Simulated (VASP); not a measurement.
Te2Mo, 12 atoms in the cell. The structure is orthorhombic, space group Pmn2_1 (No. 31). The conventional cell has a = 3.451 Å, b = 6.321 Å, c = 13.652 Å, α = 90.00°, β = 90.00°, γ = 90.00°. Mo (site symmetry m) has 6 Te at 2.69 to 2.80 Å and 4 Mo at 2.87 to 3.45 Å within 3.5 Å. Within 3.5 Å of Mo (site symmetry m) lie 6 Te at 2.69 to 2.80 Å and 4 Mo at 2.87 to 3.45 Å. Te (site symmetry m) has 3 Mo at 2.69 Å and 9 Te at 3.45 to 3.88 Å within 3.9 Å. Te (site symmetry m) has 3 Mo at 2.78 to 2.80 Å and 10 Te at 3.44 to 3.79 Å within 3.8 Å. Te (site symmetry m) has 3 Mo at 2.69 to 2.70 Å and 9 Te at 3.45 to 3.88 Å within 3.9 Å. Te (site symmetry m) has 3 Mo at 2.78 to 2.80 Å and 10 Te at 3.44 to 3.80 Å within 3.8 Å. 

* Program: VASP 6.6.1
* Task: single point
* Functional: PBEsol
* Potentials or basis: VASP PAW PBE potentials, release 64 (Mo_sv, Te)
* Cutoff: 520 eV
* k mesh: 10 × 6 × 4
* Occupations: gaussian, width 0.1 eV
* Spin: no spin polarisation
* Dipole correction: no
* Further INCAR settings: ALGO = Fast; EDIFF = 1e-07; NBANDS = 64

Potentials or basis: VASP PAW PBE potentials, release 64 (Mo_sv, Te).

Command:

```sh
$ cat potpaw_PBE.64/Mo_sv/POTCAR potpaw_PBE.64/Te/POTCAR > POTCAR
$ mpirun -np 1 vasp_std > vasp.out
```

Hardware: 1 thread of Oxide Virtual Turin-like Processor (shared host).

Q: Estimate the wall time of this run.

A: Wall time 60 min on 1 thread of Oxide Virtual Turin-like Processor, with other jobs on the host, peak memory 1 GiB. Counts: scf iterations 18, k points 72.
